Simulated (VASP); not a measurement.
# S (R-3) in VASP: single point with r2SCAN

Aim: the single point of S with r2SCAN.

Everything below comes from runs of VASP 6.6.1. Logs are shortened: lines on timing, memory, paths and dates and some standing lists are left out, and cuts for length are marked.

## (1) The cell of the first run

Symmetry: R-3, No. 148, trigonal system. Conventional cell: a = 10.818 Å, b = 10.818 Å, c = 4.280 Å, α = 90.00°, β = 90.00°, γ = 120.00°. S (site symmetry 1) has 2 S at 2.06 Å within 2.7 Å.

## (2) Single point, r2SCAN

POSCAR reads:

```
S
1.0
    5.4090000000      3.1228876060      1.4266666667
   -5.4090000000      3.1228876060      1.4266666667
    0.0000000000     -6.2457752121      1.4266666667
S
6
Direct
    0.8517000000      0.0827000000      0.7491000000
    0.0827000000      0.7491000000      0.8517000000
    0.7491000000      0.8517000000      0.0827000000
    0.1483000000      0.9173000000      0.2509000000
    0.9173000000      0.2509000000      0.1483000000
    0.2509000000      0.1483000000      0.9173000000
```

INCAR.step1 reads:

```
SYSTEM = S
PREC = Accurate
ENCUT = 520
ISMEAR = -1
SIGMA = 0.1
LREAL = .False.
LASPH = .True.
NELM = 100
NBANDS = 27
GGA = PE
ALGO = Normal
EDIFF = 1E-4
LWAVE = .True.
LCHARG = .False.
```

INCAR.step2 reads:

```
SYSTEM = S
PREC = Accurate
ENCUT = 520
EDIFF = 1E-6
ISMEAR = -1
SIGMA = 0.1
LREAL = .False.
LASPH = .True.
NELM = 100
ALGO = Normal
ISIF = 2
LWAVE = .False.
LCHARG = .True.
METAGGA = R2SCAN
LMIXTAU = .True.
LELF = .True.
LVHAR = .True.
NBANDS = 27
ISTART = 1
```

KPOINTS reads:

```
Automatic mesh
0
Gamma
  6 6 6
  0 0 0
```

Potentials or basis: VASP PAW PBE potentials, release 64 (S).

Started as:

```
> cat potpaw_PBE.64/S/POTCAR > POTCAR
> cp INCAR.step1 INCAR
> mpirun -np 1 vasp_std > vasp.out
> cp INCAR.step2 INCAR
> mpirun -np 1 vasp_std > vasp.out
```

OUTCAR:

```text
SYSTEM = S
   PREC = Accurate
   ENCUT = 520
   EDIFF = 1E-6
   ISMEAR = -1
   LREAL = .False.
   LASPH = .True.
   NELM = 100
   ISIF = 2
   METAGGA = R2SCAN
   ISTART = 1

 ion  position               nearest neighbor table
   1  0.852  0.083  0.749-   6 2.06   5 2.06
   2  0.083  0.749  0.852-   6 2.06   4 2.06
   3  0.749  0.852  0.083-   5 2.06   4 2.06
   4  0.148  0.917  0.251-   3 2.06   2 2.06
   5  0.917  0.251  0.148-   3 2.06   1 2.06
   6  0.251  0.148  0.917-   2 2.06   1 2.06

  LATTYP: Found a trigonal (rhomboedric) cell.
 ALAT       =     6.4066438778
 COS(alpha) =    -0.4256167551

  Lattice vectors:

 A1 = (   5.4090000000,   3.1228876060,   1.4266666667)
 A2 = (  -5.4090000000,   3.1228876060,   1.4266666667)
 A3 = (   0.0000000000,  -6.2457752121,   1.4266666667)

Analysis of symmetry for initial positions (statically):
=====================================================================
 Subroutine PRICEL returns:
 Original cell was already a primitive cell.

 Routine SETGRP: Setting up the symmetry group for a
 trigonal (rhombohedral) supercell.

 Subroutine GETGRP returns: Found  6 space group operations
 (whereof  6 operations were pure point group operations)
 out of a pool of 12 trial point group operations.

The static configuration has the point symmetry S_6 .

Analysis of symmetry for dynamics (positions and initial velocities):
=====================================================================
 Subroutine PRICEL returns:
 Original cell was already a primitive cell.

 Routine SETGRP: Setting up the symmetry group for a
 trigonal (rhombohedral) supercell.

 Subroutine GETGRP returns: Found  6 space group operations
 (whereof  6 operations were pure point group operations)
 out of a pool of 12 trial point group operations.

The dynamic configuration has the point symmetry S_6 .

 Subroutine INISYM returns: Found  6 space group operations
 (whereof  6 operations are pure point group operations),
 and found     1 'primitive' translations

----------------------------------------------------------------------------------------

                                     Primitive cell

  volume of cell :     144.5929

  direct lattice vectors                    reciprocal lattice vectors
     5.409000000  3.122887606  1.426666667     0.092438528  0.053369409  0.233644860
    -5.409000000  3.122887606  1.426666667    -0.092438528  0.053369409  0.233644860
     0.000000000 -6.245775212  1.426666667     0.000000000 -0.106738818  0.233644860

  length of vectors
     6.406643878  6.406643878  6.406643878     0.256871750  0.256871750  0.256871750

  position of ions in fractional coordinates (direct lattice)
     0.851700000  0.082700000  0.749100000
     0.082700000  0.749100000  0.851700000
     0.749100000  0.851700000  0.082700000
     0.148300000  0.917300000  0.250900000
     0.917300000  0.250900000  0.148300000
     0.250900000  0.148300000  0.917300000

  ion indices of the primitive-cell ions
   primitive index   ion index
                 1           1
                 2           2
                 3           3
                 4           4
                 5           5
                 6           6

----------------------------------------------------------------------------------------

 KPOINTS: Automatic mesh

Automatic generation of k-mesh.
 Grid dimensions read from file:
 generate k-points for:    6    6    6

 Generating k-lattice:

  Cartesian coordinates                     Fractional coordinates (reciprocal lattice)
     0.015406421  0.008894902  0.038940810     0.166666667  0.000000000 -0.000000000
    -0.015406421  0.008894902  0.038940810     0.000000000  0.166666667 -0.000000000
     0.000000000 -0.017789803  0.038940810     0.000000000  0.000000000  0.166666667

  Length of vectors
     0.042811958  0.042811958  0.042811958

  Shift w.r.t. Gamma in fractional coordinates (k-lattice)
     0.000000000  0.000000000  0.000000000

 Subroutine IBZKPT returns following result:
 ===========================================

 Found     40 irreducible k-points:

 Following reciprocal coordinates:
            Coordinates               Weight
  0.000000  0.000000  0.000000      1.000000
  0.166667  0.000000  0.000000      6.000000
  0.333333  0.000000  0.000000      6.000000
  0.500000  0.000000  0.000000      3.000000
  0.166667  0.166667  0.000000      6.000000
  0.333333  0.166667  0.000000      6.000000
[... 16 lines left out ...]
  0.333333  0.333333  0.166667      6.000000
  0.500000  0.333333  0.166667      6.000000
 [... further k-points ...]
   k-points           NKPTS =     40   k-points in BZ     NKDIM =     40   number of bands    NBANDS=     27
   number of dos      NEDOS =    301   number of ions     NIONS =      6
   total plane-waves  NPLWV = 110592
   dimension x,y,z NGX =    48 NGY =   48 NGZ =   48
   dimension x,y,z NGXF=    96 NGYF=   96 NGZF=   96
   ions per type =               6
   NGX,Y,Z   is equivalent  to a cutoff of  12.46, 12.46, 12.46 a.u.
   NGXF,Y,Z  is equivalent  to a cutoff of  24.91, 24.91, 24.91 a.u.
 SYSTEM =  S
   PREC   = accura    normal or accurate (medium, high low for compatibility)
   ISTART =      1    job   : 0-new  1-cont  2-samecut
   ICHARG =      0    charge: 1-file 2-atom 10-const
   ISPIN  =      1    spin polarized calculation?
   LNONCOLLINEAR =      F non collinear calculations
   LSORBIT =      F    spin-orbit coupling
   LASPH  =      T    aspherical Exc in radial PAW
   ENCUT  =  520.0 eV  38.22 Ry    6.18 a.u.  11.91 11.91 11.91*2*pi/ulx,y,z
   NELM   =    100;   NELMIN=  2; NELMDL=  0     # of ELM steps
   EDIFF  = 0.1E-05   stopping-criterion for ELM
   LREAL  =      F    real-space projection
   EDIFFG = 0.1E-04   stopping-criterion for IOM
   NSW    =      0    number of steps for IOM
   IBRION =     -1    ionic relax: 0-MD 1-quasi-New 2-CG
   NFREE  =      0    steps in history (QN), initial steepest desc. (CG)
   ISIF   =      2    stress and relaxation
   ISYM   =      2    0-nonsym 1-usesym 2-fastsym
   POTIM  = 0.5000    time-step for ionic-motion
   TEBEG  =    0.0;   TEEND  =   0.0 temperature during run
   PSTRESS=    0.0 pullay stress
   NELECT =      36.0000    total number of electrons
   NUPDOWN=      -1.0000    fix difference up-down
   EMIN   =  10.00;   EMAX   =-10.00  energy-range for DOS
   EFERMI =   0.00;   METHOD = LEGACY
   ISMEAR =    -1;   SIGMA  =   0.10  broadening in eV -4-tet -1-fermi 0-gaus
   EFERMI_NEDOS =   21; number of points for ismear=-14 and -15
   IALGO  =     38    algorithm
   IMIX   =      4    mixing-type and parameters
     AMIX     =   0.40;   BMIX     =  1.00
     AMIX_MAG =   1.60;   BMIX_MAG =  1.00
  volume/ion in A,a.u.               =      24.10       162.63
  Fermi-wavevector in a.u.,A,eV,Ry     =   1.029896  1.946221 14.431501  1.060685
  Thomas-Fermi vector in A             =   2.163967
   LORBIT       =      0    0 simple, 1 ext, 2 COOP (PROOUT), +10 PAW based schemes
   METAGGA = R2SCAN    functional components
   LHFCALC =     F    Hartree Fock is set to
   AEXX    =    0.0000 exact exchange contribution
   IVDW    =     0    specifies the selected vdW correction
   LEPSILON=     F    determine dielectric tensor
   LRPA    =     F    only Hartree local field effects (RPA)
 non-spin polarized calculation
  energy-cutoff  :      520.00
  volume of cell :      144.59
 maximum number of plane-waves:      3918
   NGX = 23   NGY = 23   NGZ = 23

 number of electron      35.9999995 magnetization

 Free energy of the ion-electron system (eV)
  ---------------------------------------------------
  ext. energy  EPLUGINS =         0.00000000
  ---------------------------------------------------
  free energy    TOTEN  =       -47.87061225 eV

  energy without entropy =      -47.87060726  energy(sigma->0) =      -47.87060976

 E-fermi :   3.5914     XC(G=0):  -9.0352

 val. band max:        2.4273858078   @ k =   0.5000   0.5000   0.5000
 cond. band min:       4.8636023110   @ k =   0.3333  -0.1667  -0.3333
 fundamental gap:      2.4362165032
 Fermi energy:         3.5914481898

 k-point     1 :       0.0000    0.0000    0.0000
  band No.  band energies     occupation
      1     -15.2047      2.00000
      2     -13.1477      2.00000
      3     -13.1477      2.00000
      4      -9.6969      2.00000
      5      -9.6969      2.00000
      6      -6.6338      2.00000
[... 19 lines left out ...]
     26      10.0573      0.00000
     27      10.0677      0.00000

 k-point     2 :       0.1667    0.0000    0.0000
  band No.  band energies     occupation
      1     -15.1583      2.00000
      2     -13.1722      2.00000
      3     -13.1444      2.00000
      4      -9.6846      2.00000
      5      -9.6323      2.00000
      6      -6.7240      2.00000
[... 19 lines left out ...]
     26       9.7515      0.00000
     27      10.0107      0.00000

 k-point     3 :       0.3333    0.0000    0.0000
  band No.  band energies     occupation
      1     -15.0602      2.00000
      2     -13.2237      2.00000
      3     -13.1378      2.00000
      4      -9.6595      2.00000
      5      -9.4991      2.00000
      6      -6.9234      2.00000
[... 19 lines left out ...]
     26      10.0340      0.00000
     27      10.3168      0.00000

 k-point     4 :       0.5000    0.0000    0.0000
  band No.  band energies     occupation
      1     -15.0082      2.00000
      2     -13.2511      2.00000
      3     -13.1345      2.00000
      4      -9.6468      2.00000
      5      -9.4301      2.00000
      6      -7.0306      2.00000
[... 19 lines left out ...]
     26      10.4190      0.00000
     27      10.9444      0.00000
[... 516 lines left out ...]
      4      -9.6877      2.00000
      5      -9.5918      2.00000
      6      -6.6517      2.00000
[... 19 lines left out ...]
     26       9.8418      0.00000
     27      10.2634      0.00000

 k-point    23 :       0.3333    0.3333    0.1667
  band No.  band energies     occupation
      1     -15.0124      2.00000
      2     -13.3848      2.00000
      3     -13.2825      2.00000
      4      -9.6041      2.00000
      5      -9.4331      2.00000
      6      -6.7046      2.00000
[... 19 lines left out ...]
     26       9.5957      0.00000
     27       9.9971      0.00000

 k-point    24 :       0.5000    0.3333    0.1667
  band No.  band energies     occupation
      1     -15.0380      2.00000
      2     -13.4231      2.00000
      3     -13.2699      2.00000
      4      -9.6934      2.00000
      5      -9.4354      2.00000
      6      -6.4698      2.00000
[... 19 lines left out ...]
     26       9.6398      0.00000
     27      10.0799      0.00000

 [... further k-points ...]

------------------------ aborting loop because EDIFF is reached ----------------------------------------

  FORCE on cell =-STRESS in cart. coord.  units (eV):
  Direction    XX          YY          ZZ          XY          YZ          ZX
  --------------------------------------------------------------------------------------
  -------------------------------------------------------------------------------------
  Total        0.9685117      0.9685117      0.1523420      0.0000001     -0.0000000     -0.0000000
  in kB       10.7316954     10.7316954      1.6880414      0.0000013     -0.0000000     -0.0000000
  external PRESSURE =       7.7171441 kB  Pullay stress =       0.0000000 kB

 VOLUME and BASIS-vectors are now :
 -----------------------------------------------------------------------------
  energy-cutoff  :      520.00
  volume of cell :      144.59
      direct lattice vectors                 reciprocal lattice vectors
     5.409000000  3.122887606  1.426666667     0.092438528  0.053369409  0.233644860
    -5.409000000  3.122887606  1.426666667    -0.092438528  0.053369409  0.233644860
     0.000000000 -6.245775212  1.426666667     0.000000000 -0.106738818  0.233644860

 POSITION                                       TOTAL-FORCE (eV/Angst)
 -----------------------------------------------------------------------------------
      4.15952     -1.76068      2.40179        -0.085515      0.101913      0.095711
     -3.60456     -2.72191      2.40179         0.131017      0.023102      0.095711
     -0.55496      4.48259      2.40179        -0.045501     -0.125015      0.095711
     -4.15952      1.76068      1.87821         0.085515     -0.101913     -0.095711
      3.60456      2.72191      1.87821        -0.131017     -0.023102     -0.095711
      0.55496     -4.48259      1.87821         0.045501      0.125015     -0.095711
 -----------------------------------------------------------------------------------
    total drift:                               -0.000000      0.000000      0.000000

  FREE ENERGIE OF THE ION-ELECTRON SYSTEM (eV)
  ---------------------------------------------------
  free  energy   TOTEN  =       -47.8706122476 eV

  energy  without entropy=      -47.8706072624  energy(sigma->0) =      -47.87060976
```

Wall time 3.9 min (1 thread of Intel Xeon 6975P-C (Granite Rapids), shared host); peak memory 0.4 GiB.

Results:

| Quantity | Value |
| --- | --- |
| Free energy | -47.8706 eV |
| Pressure | 0.8 GPa |
| Largest force | 0.164 eV/Å |
| Band gap on the k mesh | 2.44 eV (least direct gap 2.49 eV) |

Forces on the atoms (eV/Å):
```
S   -0.086  0.102  0.096
S    0.131  0.023  0.096
S   -0.046 -0.125  0.096
S    0.086 -0.102 -0.096
S   -0.131 -0.023 -0.096
S    0.046  0.125 -0.096
```

Caveat: the PAW data sets were made with another functional, which shifts forces and pressure a little.
